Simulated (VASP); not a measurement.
# CoO: single point with PBE

CoO:

```
Co O
1.0
    -1.50800    1.50800    2.10725
     1.50800   -1.50800    2.10725
     1.50800    1.50800   -2.10725
Co O
1 1
Direct
  0.00000 0.00000 0.00000
  0.50000 0.50000 0.00000
```

* Program: VASP 6.6.1
* Task: single point
* Functional: PBE
* Potentials or basis: VASP PAW PBE potentials, release 64 (Co, O)
* Cutoff: 520 eV
* k mesh: 10 × 10 × 10
* Occupations: fermi-dirac, width 0.05 eV
* Spin: collinear spin, ferromagnetic start
* Starting moments: [2.0, 0.0] μB
* Fixed moment: 2 μB
* Dipole correction: no
* Further INCAR settings: ALGO = Normal; EDIFF = 1e-06; NBANDS = 18

```
Pressure                                              : -7.9 GPa
Net moment                                            : 2.00 μB per cell
Site moments                                          : Co +1.89; O +0.08 μB
Valence electrons inside the program's atomic spheres : Co 7.86; O 4.95
```

Stress tensor (GPa, compression positive):
```
-8.23  0.00  0.00
 0.00 -8.23  0.00
 0.00  0.00 -7.27
```

Run time: 76 s on 1 thread of Intel(R) Xeon(R) Platinum 8259CL CPU @ 2.50GHz (Skylake/Cascade Lake), with other jobs on the host, peak memory 0.19 GiB.

Caveat: the total moment is fixed, so each spin has its own Fermi level; a cell with one magnetic atom can't hold antiferromagnetic order, which such compounds often take.
